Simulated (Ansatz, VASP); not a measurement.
# One calculation of ScAl3, two programs

File INCAR:

```
SYSTEM = ScAl3
PREC = Accurate
ENCUT = 400
EDIFF = 1E-8
ISMEAR = 0
SIGMA = 0.05
LREAL = .False.
LASPH = .True.
NELM = 120
ALGO = Normal
ISIF = 2
LWAVE = .False.
LCHARG = .False.
GGA = PE
LEFG = .True.
NBANDS = 18
GGA_COMPAT = .False.
```

File KPOINTS:

```
regular mesh
0
Gamma
  10 10 10
  0 0 0
```

POSCAR

```
ScAl3
1.0
    4.1047623779      0.0000000000      0.0000000000
    0.0000000000      4.1047623779      0.0000000000
    0.0000000000      0.0000000000      4.1047623779
Sc Al
1 3
Direct
    0.0000000000      0.0000000000      0.0000000000
    0.5000000000      0.0000000000      0.5000000000
    0.0000000000      0.5000000000      0.5000000000
    0.5000000000      0.5000000000      0.0000000000
```

Input for Ansatz:

```yaml
crystal:
  lattice:
    - [4.1047623779, 0.0, 0.0]
    - [0.0, 4.1047623779, 0.0]
    - [0.0, 0.0, 4.1047623779]
  atoms:
    - { symbol: Sc, position: [0.0, 0.0, 0.0] }
    - { symbol: Al, position: [0.5, 0.0, 0.5] }
    - { symbol: Al, position: [0.0, 0.5, 0.5] }
    - { symbol: Al, position: [0.5, 0.5, 0.0] }
basis:
  ecutwfc: 420
  ecutrho_ratio: 4
kpoints:
  mp_grid: { grid: [10, 10, 10] }
hamiltonian:
  xc: pbe
scf:
  occupations: { method: gaussian, width: 0.05 }
output:
  forces: true
  stress: true
  eigenvalues: true
  efg:
    contact_densities: true
    quadrupole_moments_barn: { Sc: -0.22, Al: 0.1466 }
```

Alike in both runs: task electric field gradients; functional PBE; k mesh 10 × 10 × 10; occupations gaussian, width 0.05 eV; no spin polarisation.

|  | VASP | Ansatz |
| --- | --- | --- |
| version | VASP 6.6.1 | Ansatz 0.2.0 |
| potentials or method | VASP PAW PBE potentials, release 64 (Sc_sv, Al), cutoff 400 eV | scalar-relativistic, plane waves, PAW |
| valence electrons in the cell | 20 | 20 |

Ansatz gave:

```
gap on the k mesh at the Fermi level (eV)            : none
pressure (GPa)                                       : 0.0
size of Vzz on the site where it differs most (V/Å²) : 19.2
```

Task: Which values does VASP return?

Result: gap on the k mesh at the Fermi level (eV): none; pressure (GPa): 0.0; size of Vzz on the site where it differs most (V/Å²): 19.4.

A gap of «none» marks a metal or a gap that the smearing closes. With one functional, cell and mesh, what is left measures potentials, basis and numerics.
